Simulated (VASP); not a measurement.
# Zn (P6_3/mmc) in VASP: notebook

The runs below take Zn through single point, relaxation of cell and atoms, with PBE+D3(BJ).

Program: VASP 6.6.1. These are calculated values, not measurements. Logs are shortened: lines on timing, memory, paths and dates and some standing lists are left out, and cuts for length are marked.

### 1 The cell of the first run

The structure is hexagonal, space group P6_3/mmc (No. 194). Conventional cell: a = 2.614 Å, b = 2.614 Å, c = 4.873 Å, α = 90.00°, β = 90.00°, γ = 120.00°. Within 3.4 Å of Zn (site symmetry -6m2) lie 12 Zn at 2.61 to 2.87 Å.

### 2 Single point, PBE+D3(BJ)

File INCAR:

```
PREC = Accurate
ENCUT = 500
EDIFF = 1E-6
ISMEAR = 0
SIGMA = 0.1
LREAL = F
LASPH = T
NELM = 120
ALGO = Normal
ISIF = 2
LWAVE = F
LCHARG = F
GGA = PE
IVDW = 12
NBANDS = 19
GGA_COMPAT = F
```

File KPOINTS:

```
Automatic mesh
0
Gamma
  9 9 4
```

File POSCAR:

```
Zn
1.0
    2.6143598013      0.0000000000      0.0000000000
   -1.3071799007      2.2641020026      0.0000000000
    0.0000000000      0.0000000000      4.8731610200
Zn
2
Direct
    0.3333333300      0.6666666700      0.2500000000
    0.6666666700      0.3333333300      0.7500000000
```

Potentials or basis: VASP PAW PBE potentials, release 64 (Zn).

On the command line:

```console
$ cat potpaw_PBE.64/Zn/POTCAR > POTCAR
$ mpirun -np 1 vasp_std > vasp.out
```

OUTCAR:

```text
PREC = Accurate
   ENCUT = 500
   EDIFF = 1E-6
   ISMEAR = 0
   LREAL = F
   LASPH = T
   NELM = 120
   ISIF = 2
   GGA = PE
   IVDW = 12
 IVDW          = 12

 ion  position               nearest neighbor table
   1  0.333  0.667  0.250-   2 2.87   2 2.87   2 2.87   2 2.87   2 2.87   2 2.87
   2  0.667  0.333  0.750-   1 2.87   1 2.87   1 2.87   1 2.87   1 2.87   1 2.87

  LATTYP: Found a hexagonal cell.
 ALAT       =     2.6143598013
 C/A-ratio  =     1.8639978390

  Lattice vectors:

 A1 = (   2.6143598013,   0.0000000000,   0.0000000000)
 A2 = (  -1.3071799007,   2.2641020026,   0.0000000000)
 A3 = (   0.0000000000,   0.0000000000,   4.8731610200)

Analysis of symmetry for initial positions (statically):
=====================================================================
 Subroutine PRICEL returns:
 Original cell was already a primitive cell.

 Routine SETGRP: Setting up the symmetry group for a
 hexagonal supercell.

 Subroutine GETGRP returns: Found 24 space group operations
 (whereof 12 operations were pure point group operations)
 out of a pool of 24 trial point group operations.

The static configuration has the point symmetry D_3d.
 The point group associated with its full space group is D_6h.

Analysis of symmetry for dynamics (positions and initial velocities):
=====================================================================
 Subroutine PRICEL returns:
 Original cell was already a primitive cell.

 Routine SETGRP: Setting up the symmetry group for a
 hexagonal supercell.

 Subroutine GETGRP returns: Found 24 space group operations
 (whereof 12 operations were pure point group operations)
 out of a pool of 24 trial point group operations.

The dynamic configuration has the point symmetry D_3d.
 The point group associated with its full space group is D_6h.

 Subroutine INISYM returns: Found 24 space group operations
 (whereof 12 operations are pure point group operations),
 and found     1 'primitive' translations

----------------------------------------------------------------------------------------

                                     Primitive cell

  volume of cell :      28.8451

  direct lattice vectors                    reciprocal lattice vectors
     2.614359801  0.000000000  0.000000000     0.382502821  0.220838107  0.000000000
    -1.307179901  2.264102003  0.000000000     0.000000000  0.441676214  0.000000000
     0.000000000  0.000000000  4.873161020     0.000000000  0.000000000  0.205205614

  length of vectors
     2.614359801  2.614359801  4.873161020     0.441676214  0.441676214  0.205205614

  position of ions in fractional coordinates (direct lattice)
     0.333333330  0.666666670  0.250000000
     0.666666670  0.333333330  0.750000000

  ion indices of the primitive-cell ions
   primitive index   ion index
                 1           1
                 2           2

----------------------------------------------------------------------------------------

 KPOINTS: Automatic mesh

Automatic generation of k-mesh.
 Grid dimensions read from file:
 generate k-points for:    9    9    4

 Generating k-lattice:

  Cartesian coordinates                     Fractional coordinates (reciprocal lattice)
     0.042500313  0.024537567  0.000000000     0.111111111  0.000000000  0.000000000
     0.000000000  0.049075135  0.000000000     0.000000000  0.111111111  0.000000000
     0.000000000  0.000000000  0.051301404     0.000000000  0.000000000  0.250000000

  Length of vectors
     0.049075135  0.049075135  0.051301404

  Shift w.r.t. Gamma in fractional coordinates (k-lattice)
     0.000000000  0.000000000  0.000000000

 Subroutine IBZKPT returns following result:
 ===========================================

 Found     36 irreducible k-points:

 Following reciprocal coordinates:
            Coordinates               Weight
  0.000000  0.000000  0.000000      1.000000
  0.111111 -0.000000  0.000000      6.000000
  0.222222  0.000000  0.000000      6.000000
  0.333333 -0.000000  0.000000      6.000000
  0.444444  0.000000  0.000000      6.000000
  0.111111  0.111111  0.000000      6.000000
[... 16 lines left out ...]
  0.333333  0.222222  0.250000     24.000000
  0.333333  0.333333  0.250000      4.000000
 [... further k-points ...]
   k-points           NKPTS =     36   k-points in BZ     NKDIM =     36   number of bands    NBANDS=     19
   number of dos      NEDOS =    301   number of ions     NIONS =      2
   total plane-waves  NPLWV =  14400
   dimension x,y,z NGX =    20 NGY =   20 NGZ =   36
   dimension x,y,z NGXF=    40 NGYF=   40 NGZF=   72
   ions per type =               2
   NGX,Y,Z   is equivalent  to a cutoff of  12.72, 12.72, 12.28 a.u.
   NGXF,Y,Z  is equivalent  to a cutoff of  25.44, 25.44, 24.56 a.u.
 SYSTEM =  unknown system
   PREC   = accura    normal or accurate (medium, high low for compatibility)
   ISTART =      0    job   : 0-new  1-cont  2-samecut
   ICHARG =      2    charge: 1-file 2-atom 10-const
   ISPIN  =      1    spin polarized calculation?
   LNONCOLLINEAR =      F non collinear calculations
   LSORBIT =      F    spin-orbit coupling
   LASPH  =      T    aspherical Exc in radial PAW
   ENCUT  =  500.0 eV  36.75 Ry    6.06 a.u.   4.77  4.77  8.88*2*pi/ulx,y,z
   NELM   =    120;   NELMIN=  2; NELMDL= -5     # of ELM steps
   EDIFF  = 0.1E-05   stopping-criterion for ELM
   LREAL  =      F    real-space projection
   EDIFFG = 0.1E-04   stopping-criterion for IOM
   NSW    =      0    number of steps for IOM
   IBRION =     -1    ionic relax: 0-MD 1-quasi-New 2-CG
   NFREE  =      0    steps in history (QN), initial steepest desc. (CG)
   ISIF   =      2    stress and relaxation
   ISYM   =      2    0-nonsym 1-usesym 2-fastsym
   POTIM  = 0.5000    time-step for ionic-motion
   TEBEG  =    0.0;   TEEND  =   0.0 temperature during run
   PSTRESS=    0.0 pullay stress
   NELECT =      24.0000    total number of electrons
   NUPDOWN=      -1.0000    fix difference up-down
   EMIN   =  10.00;   EMAX   =-10.00  energy-range for DOS
   EFERMI =   0.00;   METHOD = LEGACY
   ISMEAR =     0;   SIGMA  =   0.10  broadening in eV -4-tet -1-fermi 0-gaus
   EFERMI_NEDOS =   21; number of points for ismear=-14 and -15
   IALGO  =     38    algorithm
   IMIX   =      4    mixing-type and parameters
     AMIX     =   0.40;   BMIX     =  1.00
     AMIX_MAG =   1.60;   BMIX_MAG =  1.00
  volume/ion in A,a.u.               =      14.42        97.33
  Fermi-wavevector in a.u.,A,eV,Ry     =   1.539765  2.909735 32.257744  2.370877
  Thomas-Fermi vector in A             =   2.645947
   LORBIT       =      0    0 simple, 1 ext, 2 COOP (PROOUT), +10 PAW based schemes
   GGA     = PE    functional components
   LHFCALC =     F    Hartree Fock is set to
   AEXX    =    0.0000 exact exchange contribution
   IVDW    =    12    specifies the selected vdW correction
   LEPSILON=     F    determine dielectric tensor
   LRPA    =     F    only Hartree local field effects (RPA)
 non-spin polarized calculation
 Gauss-broadening in eV      SIGMA  =   0.10
  energy-cutoff  :      500.00
  volume of cell :       28.85
 maximum number of plane-waves:       750
 NGX is ok and might be reduce to    20
   NGX =  9   NGY =  9   NGZ = 17

 number of electron      24.0000032 magnetization

 Free energy of the ion-electron system (eV)
  ---------------------------------------------------
  ext. energy  EPLUGINS =         0.00000000
  ---------------------------------------------------
  free energy    TOTEN  =        -2.14670143 eV

  energy without entropy =       -2.14083509  energy(sigma->0) =       -2.14376826

 E-fermi :   3.7675     XC(G=0): -11.8331

 val. band max:        3.7470398855   @ k =   0.0000   0.0000   0.2500
 cond. band min:       3.7825226857   @ k =   0.2222   0.2222   0.0000
 fundamental gap:      0.0354828002
 Fermi energy:         3.7674911097

 k-point     1 :       0.0000    0.0000    0.0000
  band No.  band energies     occupation
      1      -7.3352      2.00000
      2      -5.3779      2.00000
      3      -4.5980      2.00000
      4      -4.3387      2.00000
      5      -4.3387      2.00000
      6      -4.2842      2.00000
[... 11 lines left out ...]
     18      23.2320      0.00000
     19      23.3639      0.00000

 k-point     2 :       0.1111   -0.0000    0.0000
  band No.  band energies     occupation
      1      -6.9571      2.00000
      2      -5.2129      2.00000
      3      -4.5622      2.00000
      4      -4.3736      2.00000
      5      -4.3191      2.00000
      6      -4.2460      2.00000
[... 11 lines left out ...]
     18      21.5686      0.00000
     19      23.4349      0.00000

 k-point     3 :       0.2222    0.0000    0.0000
  band No.  band energies     occupation
      1      -5.9207      2.00000
      2      -4.9445      2.00000
      3      -4.5013      2.00000
      4      -4.4251      2.00000
      5      -4.3943      2.00000
      6      -4.1804      2.00000
[... 11 lines left out ...]
     18      19.7639      0.00000
     19      19.8385      0.00000

 k-point     4 :       0.3333   -0.0000    0.0000
  band No.  band energies     occupation
      1      -5.1343      2.00000
      2      -4.9911      2.00000
      3      -4.7113      2.00000
      4      -4.3348      2.00000
      5      -4.2411      2.00000
      6      -4.1155      2.00000
[... 407 lines left out ...]
     18      16.1658      0.00000
     19      18.3294      0.00000

 k-point    23 :       0.3333    0.2222    0.2500
  band No.  band energies     occupation
      1      -4.8251      2.00000
      2      -4.7327      2.00000
      3      -4.5828      2.00000
      4      -4.5337      2.00000
      5      -4.3846      2.00000
      6      -4.1082      2.00000
[... 11 lines left out ...]
     18      13.9688      0.00000
     19      17.1493      0.00000

 k-point    24 :       0.3333    0.3333    0.2500
  band No.  band energies     occupation
      1      -4.6595      2.00000
      2      -4.5866      2.00000
      3      -4.5866      2.00000
      4      -4.4522      2.00000
      5      -4.3346      2.00000
      6      -4.3346      2.00000
[... 11 lines left out ...]
     18      13.2917      0.00000
     19      14.5407      0.00000

 [... further k-points ...]

------------------------ aborting loop because EDIFF is reached ----------------------------------------

 Edisp (eV)   -0.84996

 E8    (eV) :    -0.3577

  FORCE on cell =-STRESS in cart. coord.  units (eV):
  Direction    XX          YY          ZZ          XY          YZ          ZX
  --------------------------------------------------------------------------------------
  -------------------------------------------------------------------------------------
  Total       0.03679     0.03679    -0.39048    -0.00000     0.00000     0.00000
  in kB       2.04368     2.04368   -21.68891    -0.00000     0.00000     0.00000
  external pressure =       -5.87 kB  Pullay stress =        0.00 kB

 VOLUME and BASIS-vectors are now :
 -----------------------------------------------------------------------------
  energy-cutoff  :      500.00
  volume of cell :       28.85
      direct lattice vectors                 reciprocal lattice vectors
     2.614359801  0.000000000  0.000000000     0.382502821  0.220838107  0.000000000
    -1.307179901  2.264102003  0.000000000     0.000000000  0.441676214  0.000000000
     0.000000000  0.000000000  4.873161020     0.000000000  0.000000000  0.205205614

 POSITION                                       TOTAL-FORCE (eV/Angst)
 -----------------------------------------------------------------------------------
     -0.00000      1.50940      1.21829         0.000000      0.000000      0.000000
      1.30718      0.75470      3.65487        -0.000000      0.000000      0.000000
 -----------------------------------------------------------------------------------
    total drift:                               -0.000001      0.000000      0.000000

  FREE ENERGIE OF THE ION-ELECTRON SYSTEM (eV)
  ---------------------------------------------------
  free  energy   TOTEN  =        -2.9966624118 eV

  energy  without entropy=       -2.9907960706  energy(sigma->0) =       -2.99372924
```

Run time: 7.8 s. Hardware: 1 thread of Intel Xeon 6975P-C (Granite Rapids), shared host; peak memory 0.15 GiB.

Results:

| Quantity | Value |
| --- | --- |
| Free energy | -2.9967 eV |
| Pressure | -0.6 GPa |
| Band gap on the k mesh | zero (band 12 reaches 4.45 eV, above the bottom of band 13 at 0.45 eV) |
| Dispersion energy per atom | -0.425 eV |

Levels at points of the mesh, in eV from the Fermi level:
| k point | band 8 | band 9 | band 10 | band 11 | band 12 | band 13 | band 14 | band 15 | band 16 | band 17 |
| --- | --- | --- | --- | --- | --- | --- | --- | --- | --- | --- |
| (0.00, 0.00, 0.00) | -7.68 | -7.68 | -7.46 | -7.46 | -4.19 | -3.32 | 13.70 | 17.43 | 17.96 | 17.96 |
| (0.00, 0.00, 0.50) | -8.09 | -7.55 | -7.55 | -7.55 | -7.55 | 4.41 | 4.41 | 19.31 | 19.31 | 19.31 |

Caveat: pairwise dispersion overbinds metals, which lowers pressure and volume.

### 3 Single point, PBE+D3(BJ)

This run uses another cell than the first one, of 14.35 Å³/atom, 0.995 times its volume.

File INCAR:

```
SYSTEM = Zn
PREC = Accurate
ENCUT = 520
EDIFF = 1E-6
ISMEAR = 0
SIGMA = 0.1
LREAL = .False.
LASPH = .True.
NELM = 100
ALGO = Normal
ISIF = 2
LWAVE = .False.
LCHARG = .False.
GGA = PE
IVDW = 12
NBANDS = 19
```

File KPOINTS:

```
regular mesh
0
Gamma
  18 18 10
  0 0 0
```

File POSCAR:

```
Zn
1.0
    2.6004679105      0.0000000000      0.0000000000
   -1.3002339553      2.2520712722      0.0000000000
    0.0000000000      0.0000000000      4.9001049402
Zn
2
Direct
    0.3333333333      0.6666666667      0.2500000000
    0.6666666667      0.3333333333      0.7500000000
```

Potentials or basis: VASP PAW PBE potentials, release 64 (Zn).

On the command line:

```console
$ cat potpaw_PBE.64/Zn/POTCAR > POTCAR
$ mpirun -np 1 vasp_std > vasp.out
```

OUTCAR:

```text
SYSTEM = Zn
   PREC = Accurate
   ENCUT = 520
   EDIFF = 1E-6
   ISMEAR = 0
   LREAL = .False.
   LASPH = .True.
   NELM = 100
   ISIF = 2
   GGA = PE
   IVDW = 12
 IVDW          = 12

 ion  position               nearest neighbor table
   1  0.333  0.667  0.250-   2 2.87   2 2.87   2 2.87   2 2.87   2 2.87   2 2.87
   2  0.667  0.333  0.750-   1 2.87   1 2.87   1 2.87   1 2.87   1 2.87   1 2.87

  LATTYP: Found a hexagonal cell.
 ALAT       =     2.6004679105
 C/A-ratio  =     1.8843166341

  Lattice vectors:
[... 720 lines left out ...]

 Edisp (eV)   -0.85472

 E8    (eV) :    -0.3598

  FORCE on cell =-STRESS in cart. coord.  units (eV):
  Direction    XX          YY          ZZ          XY          YZ          ZX
  --------------------------------------------------------------------------------------
  -------------------------------------------------------------------------------------
  Total       0.09768     0.09768     0.04476    -0.00000    -0.00000     0.00000
  in kB       5.45363     5.45363     2.49898    -0.00000    -0.00000     0.00000
  external pressure =        4.47 kB  Pullay stress =        0.00 kB

 VOLUME and BASIS-vectors are now :
 -----------------------------------------------------------------------------
  energy-cutoff  :      520.00
  volume of cell :       28.70
      direct lattice vectors                 reciprocal lattice vectors
     2.600467910  0.000000000  0.000000000     0.384546180  0.222017840  0.000000000
    -1.300233955  2.252071272  0.000000000     0.000000000  0.444035681  0.000000000
     0.000000000  0.000000000  4.900104940     0.000000000  0.000000000  0.204077262

 POSITION                                       TOTAL-FORCE (eV/Angst)
 -----------------------------------------------------------------------------------
     -0.00000      1.50138      1.22503         0.000000     -0.000000      0.000000
      1.30023      0.75069      3.67508        -0.000000      0.000000      0.000000
 -----------------------------------------------------------------------------------
    total drift:                                0.000000     -0.000000      0.000000

  FREE ENERGIE OF THE ION-ELECTRON SYSTEM (eV)
  ---------------------------------------------------
  free  energy   TOTEN  =        -3.0469720450 eV

  energy  without entropy=       -3.0459904693  energy(sigma->0) =       -3.04648126
```

OSZICAR:

```text
N       E                     dE             d eps       ncg     rms          rms(c)
DAV:   1     0.113479325363E+03    0.11348E+03   -0.12360E+04  8772   0.203E+03
DAV:   2     0.270347743945E+01   -0.11078E+03   -0.10695E+03  8510   0.298E+02
DAV:   3    -0.240497721904E+01   -0.51085E+01   -0.50886E+01  9391   0.703E+01
DAV:   4    -0.243428717078E+01   -0.29310E-01   -0.29303E-01  9266   0.543E+00
DAV:   5    -0.243432273853E+01   -0.35568E-04   -0.35568E-04  9292   0.173E-01    0.456E+00
DAV:   6    -0.220883967630E+01    0.22548E+00   -0.84597E-01  9391   0.200E+01    0.331E+00
DAV:   7    -0.219753193106E+01    0.11308E-01   -0.29408E-02 10726   0.294E+00    0.168E+00
DAV:   8    -0.219224219292E+01    0.52897E-02   -0.17822E-03 11694   0.678E-01    0.483E-02
DAV:   9    -0.219224494864E+01   -0.27557E-05   -0.24386E-04 11273   0.204E-01    0.342E-02
DAV:  10    -0.219224801882E+01   -0.30702E-05   -0.24095E-05  8914   0.586E-02    0.306E-03
DAV:  11    -0.219224781287E+01    0.20596E-06   -0.89699E-08  5524   0.306E-03
   1 F= -.30469720E+01 E0= -.30464813E+01  d E =-.981576E-03
```

stdout:

```text
POSCAR found type information on POSCAR Zn
 POSCAR found :  1 types and       2 ions
 scaLAPACK will be used
 LDA part: xc-table for (Slater+PW92), standard interpolation
 POSCAR, INCAR and KPOINTS ok, starting setup
 FFT: planning ... GRIDC
 FFT: planning ... GRID_SOFT
 FFT: planning ... GRID
 WAVECAR not read
 entering main loop
```

It took 34 s on 1 thread of Intel Xeon 6975P-C (Granite Rapids), shared host; peak memory 0.22 GiB.

Results:

- Free energy: -3.0470 eV
- Pressure: 0.4 GPa
- Band gap on the k mesh: zero (band 12 reaches 5.26 eV, above the bottom of band 13 at 0.37 eV)
- Dispersion energy per atom: -0.427 eV

Stress tensor (GPa, compression positive):
```
0.55 0.00 0.00
0.00 0.55 0.00
0.00 0.00 0.25
```

Caveat: pairwise dispersion overbinds metals, which lowers pressure and volume.

(Continued in part 2 of 2.)
